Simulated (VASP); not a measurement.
# LiNbO3 in VASP: a series of runs, part 2 of 3

VASP 6.6.1.

## 4. Single point, PBE

This run uses another cell than the first one: it holds 40 atoms, not 10.

File INCAR:

```
SYSTEM = LiNbO3
PREC = Accurate ; ENCUT = 880
EDIFF = 1E-6 ; ISMEAR = -1
SIGMA = 0.01 ; LREAL = Auto
LASPH = .TRUE. ; NELM = 120
ALGO = Normal ; ISIF = 2
LWAVE = .FALSE. ; LCHARG = .TRUE.
GGA = PE ; LELF = .TRUE.
LVHAR = .TRUE. ; NBANDS = 162
GGA_COMPAT = .FALSE. ; ISYM = -1
```

File KPOINTS:

```
explicit points
1
Reciprocal
  0.25000000   0.25000000   0.25000000 1
```

File POSCAR:

```
LiNbO3
1.0
    2.5949501352      1.4981951591      4.6722232478
   -5.1899002704      2.9963903182      9.3444464955
    0.0000000000     -5.9927806363      9.3444464955
Li Nb O
8 8 24
Direct
    0.7182876743      0.3594553712      0.3592043060
    0.2182876743      0.1092043060      0.1094553712
    0.7182876743      0.3594553712      0.8592043060
    0.2182876743      0.1092043060      0.6094553712
    0.7182876743      0.8594553712      0.3592043060
    0.2182876743      0.6092043060      0.1094553712
    0.7182876743      0.8594553712      0.8592043060
    0.2182876743      0.6092043060      0.6094553712
    0.9993462745      0.5001543287      0.4999329496
    0.4993462745      0.2499329496      0.2501543287
    0.9993462745      0.5001543287      0.9999329496
    0.4993462745      0.2499329496      0.7501543287
    0.9993462745      1.0001543287      0.4999329496
    0.4993462745      0.7499329496      0.2501543287
    0.9993462745      1.0001543287      0.9999329496
    0.4993462745      0.7499329496      0.7501543287
    0.2782000282      0.3213142643      0.4441327761
    0.6422265902      0.4445402853      0.1393786031
    0.8901244329      0.1393824926      0.3206896233
    0.3901244329      0.0706896233      0.3893824926
    0.7782000282      0.1941327761      0.0713142643
    0.1422265902      0.3893786031      0.1945402853
    0.2782000282      0.3213142643      0.9441327761
    0.6422265902      0.4445402853      0.6393786031
    0.8901244329      0.1393824926      0.8206896233
    0.3901244329      0.0706896233      0.8893824926
    0.7782000282      0.1941327761      0.5713142643
    0.1422265902      0.3893786031      0.6945402853
    0.2782000282      0.8213142643      0.4441327761
    0.6422265902      0.9445402853      0.1393786031
    0.8901244329      0.6393824926      0.3206896233
    0.3901244329      0.5706896233      0.3893824926
    0.7782000282      0.6941327761      0.0713142643
    0.1422265902      0.8893786031      0.1945402853
    0.2782000282      0.8213142643      0.9441327761
    0.6422265902      0.9445402853      0.6393786031
    0.8901244329      0.6393824926      0.8206896233
    0.3901244329      0.5706896233      0.8893824926
    0.7782000282      0.6941327761      0.5713142643
    0.1422265902      0.8893786031      0.6945402853
```

Potentials or basis: VASP PAW PBE potentials, release 64 (Li_sv, Nb_sv, O).

The run is started by

```sh
cat potpaw_PBE.64/Li_sv/POTCAR potpaw_PBE.64/Nb_sv/POTCAR potpaw_PBE.64/O/POTCAR > POTCAR
mpirun -np 1 vasp_std > vasp.out
```

OUTCAR:

```text
SYSTEM = LiNbO3
   PREC = Accurate
   ENCUT = 880
   EDIFF = 1E-6
   ISMEAR = -1
   LREAL = Auto
   LASPH = .TRUE.
   NELM = 120
   ISIF = 2
   GGA = PE
   ISYM = -1

 ion  position               nearest neighbor table
   1  0.718  0.359  0.359-  32 2.08  22 2.08  27 2.09  18 2.27  19 2.27  17 2.27
   2  0.218  0.109  0.109-  19 2.08  30 2.08  23 2.09  34 2.27  26 2.27  21 2.27
   3  0.718  0.359  0.859-  38 2.08  28 2.08  21 2.09  24 2.27  25 2.27  23 2.27
   4  0.218  0.109  0.609-  25 2.08  36 2.08  17 2.09  40 2.27  20 2.27  27 2.27
   5  0.718  0.859  0.359-  20 2.08  34 2.08  39 2.09  30 2.27  31 2.27  29 2.27
   6  0.218  0.609  0.109-  31 2.08  18 2.08  35 2.09  22 2.27  38 2.27  33 2.27
[... 8 lines left out ...]
  15  0.999  0.000  1.000-  30 1.89  25 1.89  35 1.89  21 2.15  34 2.16  26 2.16
  16  0.499  0.750  0.750-  40 1.89  38 1.89  39 1.89  35 2.15  36 2.16  37 2.16
  17  0.278  0.321  0.444-   9 1.89   4 2.09  10 2.15   1 2.27
  18  0.642  0.445  0.139-  11 1.89   6 2.08  10 2.16   1 2.27
  19  0.890  0.139  0.321-  13 1.89   2 2.08  10 2.16   1 2.27
  20  0.390  0.071  0.389-  10 1.89   5 2.08  13 2.16   4 2.27
  21  0.778  0.194  0.071-  10 1.89   3 2.09  15 2.15   2 2.27
  22  0.142  0.389  0.195-  10 1.89   1 2.08  11 2.16   6 2.27
[... 16 lines left out ...]
  39  0.778  0.694  0.571-  16 1.89   5 2.09   9 2.15   8 2.27
  40  0.142  0.889  0.695-  16 1.89   7 2.08  13 2.16   4 2.27

IMPORTANT INFORMATION: All symmetrisations will be switched off!
NOSYMM: (Re-)initialisation of all symmetry stuff for point group C_1.

----------------------------------------------------------------------------------------

                                     Primitive cell

  volume of cell :     435.9455

  direct lattice vectors                    reciprocal lattice vectors
     2.594950135  1.498195159  4.672223248     0.192681930  0.111244964  0.071343623
    -5.189900270  2.996390318  9.344446495    -0.096340965  0.055622482  0.035671811
     0.000000000 -5.992780636  9.344446495    -0.000000000 -0.111244964  0.035671811

  length of vectors
     5.550497727 11.100995454 11.100995454     0.233648626  0.116824313  0.116824313

  position of ions in fractional coordinates (direct lattice)
     0.718287674  0.359455371  0.359204306
     0.218287674  0.109204306  0.109455371
     0.718287674  0.359455371  0.859204306
     0.218287674  0.109204306  0.609455371
     0.718287674  0.859455371  0.359204306
     0.218287674  0.609204306  0.109455371
[... 32 lines left out ...]
     0.778200028  0.694132776  0.571314264
     0.142226590  0.889378603  0.694540285

  ion indices of the primitive-cell ions
   primitive index   ion index
                 1           1
                 2           2
                 3           3
                 4           4
                 5           5
                 6           6
[... 32 lines left out ...]
                39          39
                40          40

----------------------------------------------------------------------------------------

 KPOINTS: explicit points

Read explicit list of k-points.

 Found      1 k-points:

 Following reciprocal coordinates:
            Coordinates               Weight
  0.250000  0.250000  0.250000      1.000000
   k-points           NKPTS =      1   k-points in BZ     NKDIM =      1   number of bands    NBANDS=    162
   number of dos      NEDOS =    301   number of ions     NIONS =     40
   total plane-waves  NPLWV = 629856
   dimension x,y,z NGX =    54 NGY =  108 NGZ =  108
   dimension x,y,z NGXF=   108 NGYF=  216 NGZF=  216
   ions per type =               8   8  24
   NGX,Y,Z   is equivalent  to a cutoff of  16.17, 16.17, 16.17 a.u.
   NGXF,Y,Z  is equivalent  to a cutoff of  32.35, 32.35, 32.35 a.u.
 SYSTEM =  LiNbO3
   PREC   = accura    normal or accurate (medium, high low for compatibility)
   ISTART =      0    job   : 0-new  1-cont  2-samecut
   ICHARG =      2    charge: 1-file 2-atom 10-const
   ISPIN  =      1    spin polarized calculation?
   LNONCOLLINEAR =      F non collinear calculations
   LSORBIT =      F    spin-orbit coupling
   LASPH  =      T    aspherical Exc in radial PAW
   ENCUT  =  880.0 eV  64.68 Ry    8.04 a.u.  13.43 26.85 26.85*2*pi/ulx,y,z
   NELM   =    120;   NELMIN=  2; NELMDL= -5     # of ELM steps
   EDIFF  = 0.1E-05   stopping-criterion for ELM
   LREAL  =      T    real-space projection
   EDIFFG = 0.1E-04   stopping-criterion for IOM
   NSW    =      0    number of steps for IOM
   IBRION =     -1    ionic relax: 0-MD 1-quasi-New 2-CG
   NFREE  =      0    steps in history (QN), initial steepest desc. (CG)
   ISIF   =      2    stress and relaxation
   ISYM   =     -1    0-nonsym 1-usesym 2-fastsym
   POTIM  = 0.5000    time-step for ionic-motion
   TEBEG  =    0.0;   TEEND  =   0.0 temperature during run
   PSTRESS=    0.0 pullay stress
   NELECT =     272.0000    total number of electrons
   NUPDOWN=      -1.0000    fix difference up-down
   EMIN   =  10.00;   EMAX   =-10.00  energy-range for DOS
   EFERMI =   0.00;   METHOD = LEGACY
   ISMEAR =    -1;   SIGMA  =   0.01  broadening in eV -4-tet -1-fermi 0-gaus
   EFERMI_NEDOS =   21; number of points for ismear=-14 and -15
   IALGO  =     38    algorithm
   IMIX   =      4    mixing-type and parameters
     AMIX     =   0.40;   BMIX     =  1.00
     AMIX_MAG =   1.60;   BMIX_MAG =  1.00
  volume/ion in A,a.u.               =      10.90        73.55
  Fermi-wavevector in a.u.,A,eV,Ry     =   1.398901  2.643540 26.625577  1.956925
  Thomas-Fermi vector in A             =   2.522014
   LORBIT       =      0    0 simple, 1 ext, 2 COOP (PROOUT), +10 PAW based schemes
   GGA     = PE    functional components
   LHFCALC =     F    Hartree Fock is set to
   AEXX    =    0.0000 exact exchange contribution
   IVDW    =     0    specifies the selected vdW correction
   LEPSILON=     F    determine dielectric tensor
   LRPA    =     F    only Hartree local field effects (RPA)
 non-spin polarized calculation
  energy-cutoff  :      880.00
  volume of cell :      435.95
 maximum number of plane-waves:     25864
 NGX is ok and might be reduce to    54

 number of electron     272.0000025 magnetization

 Free energy of the ion-electron system (eV)
  ---------------------------------------------------
  ext. energy  EPLUGINS =         0.00000000
  ---------------------------------------------------
  free energy    TOTEN  =      -320.37227972 eV

  energy without entropy =     -320.37227972  energy(sigma->0) =     -320.37227972

 E-fermi :   3.6310     XC(G=0): -10.6660

 val. band max:        3.2621338164   @ k =   0.2500   0.2500   0.2500
 cond. band min:       6.9497135786   @ k =   0.2500   0.2500   0.2500
 fundamental gap:      3.6875797621
 Fermi energy:         3.6309549561

 k-point     1 :       0.2500    0.2500    0.2500
  band No.  band energies     occupation
      1     -50.9222      2.00000
      2     -50.9177      2.00000
      3     -50.9168      2.00000
      4     -50.9168      2.00000
      5     -50.9168      2.00000
      6     -50.9168      2.00000
[... 140 lines left out ...]
    147       7.8408      0.00000
    148       7.8408      0.00000
 [bands above 148 left out]

------------------------ aborting loop because EDIFF is reached ----------------------------------------

  FORCE on cell =-STRESS in cart. coord.  units (eV):
  Direction    XX          YY          ZZ          XY          YZ          ZX
  --------------------------------------------------------------------------------------
  -------------------------------------------------------------------------------------
  Total       -0.9369446     -0.8454200     -1.1260356     -0.0769151     -0.0248429     -0.0467587
  in kB       -3.4434381     -3.1070689     -4.1383811     -0.2826766     -0.0913022     -0.1718464
  external PRESSURE =      -3.5629627 kB  Pullay stress =       0.0000000 kB

 VOLUME and BASIS-vectors are now :
 -----------------------------------------------------------------------------
  energy-cutoff  :      880.00
  volume of cell :      435.95
      direct lattice vectors                 reciprocal lattice vectors
     2.594950135  1.498195159  4.672223248     0.192681930  0.111244964  0.071343623
    -5.189900270  2.996390318  9.344446495    -0.096340965  0.055622482  0.035671811
     0.000000000 -5.992780636  9.344446495    -0.000000000 -0.111244964  0.035671811

 POSITION                                       TOTAL-FORCE (eV/Angst)
 -----------------------------------------------------------------------------------
     -0.00162      0.00057     10.07148        -0.008980      0.004751     -0.000028
     -0.00031     -0.00169      3.06314        -0.000349     -0.010187     -0.000202
     -0.00162     -2.99582     14.74370        -0.009027      0.004800     -0.000135
     -0.00031     -2.99808      7.73537        -0.000353     -0.010194     -0.000049
     -2.59657      1.49877     14.74370        -0.008997      0.004827     -0.000131
     -2.59526      1.49651      7.73537        -0.000391     -0.010210     -0.000019
[... 32 lines left out ...]
     -1.58309     -0.17797     15.46083         0.006546     -0.011357     -0.008435
     -4.24672     -1.28422     15.46536         0.007987      0.010144     -0.009762
 -----------------------------------------------------------------------------------
    total drift:                               -0.053260     -0.030764      0.001597

  FREE ENERGIE OF THE ION-ELECTRON SYSTEM (eV)
  ---------------------------------------------------
  free  energy   TOTEN  =      -320.3722797202 eV

  energy  without entropy=     -320.3722797202  energy(sigma->0) =     -320.37227972
```

Run time: 10 min. Hardware: 1 thread of Intel Xeon Platinum 8488C (Sapphire Rapids), shared host; peak memory 1.1 GiB.

Results:

- Free energy: -320.3723 eV
- Pressure: -0.4 GPa
- Largest force: 0.026 eV/Å
- Band gap on the k mesh: 3.69 eV

Forces in eV/Å, atoms in the order of the input:
```
Li  -0.009  0.005  0.000
Li   0.000 -0.010  0.000
Li  -0.009  0.005  0.000
Li   0.000 -0.010  0.000
Li  -0.009  0.005  0.000
Li   0.000 -0.010  0.000
Li  -0.009  0.005  0.000
Li   0.000 -0.010  0.000
Nb   0.000  0.000  0.026
Nb   0.000  0.000  0.025
Nb   0.000  0.000  0.026
Nb   0.000  0.000  0.026
Nb   0.000  0.000  0.026
Nb   0.000  0.000  0.026
Nb   0.000  0.000  0.026
Nb   0.000  0.000  0.026
O   -0.007  0.011 -0.008
O    0.013  0.002 -0.010
O   -0.001 -0.011 -0.007
O   -0.010  0.005 -0.007
O    0.007 -0.011 -0.008
O    0.008  0.010 -0.010
O   -0.006  0.011 -0.009
O    0.013  0.002 -0.010
O   -0.001 -0.011 -0.007
O   -0.010  0.005 -0.007
O    0.007 -0.011 -0.008
O    0.008  0.010 -0.010
O   -0.006  0.011 -0.008
O    0.013  0.002 -0.010
O   -0.001 -0.011 -0.007
O   -0.010  0.005 -0.007
O    0.007 -0.011 -0.008
O    0.008  0.010 -0.010
O   -0.006  0.011 -0.008
O    0.013  0.002 -0.010
O   -0.001 -0.011 -0.007
O   -0.010  0.005 -0.007
O    0.007 -0.011 -0.008
O    0.008  0.010 -0.010
```

Levels at points of the mesh, in eV from the valence-band top:
| k point | band 133 | band 134 | band 135 | band 136 | band 137 | band 138 | band 139 | band 140 |
| --- | --- | --- | --- | --- | --- | --- | --- | --- |
| (0.25, 0.25, 0.25) | -0.11 | -0.06 | -0.01 | 0.00 | 3.69 | 3.77 | 3.77 | 3.86 |

Caveat: a shifted mesh leaves out Γ, where band edges can lie.

(Continued in part 3 of 3.)
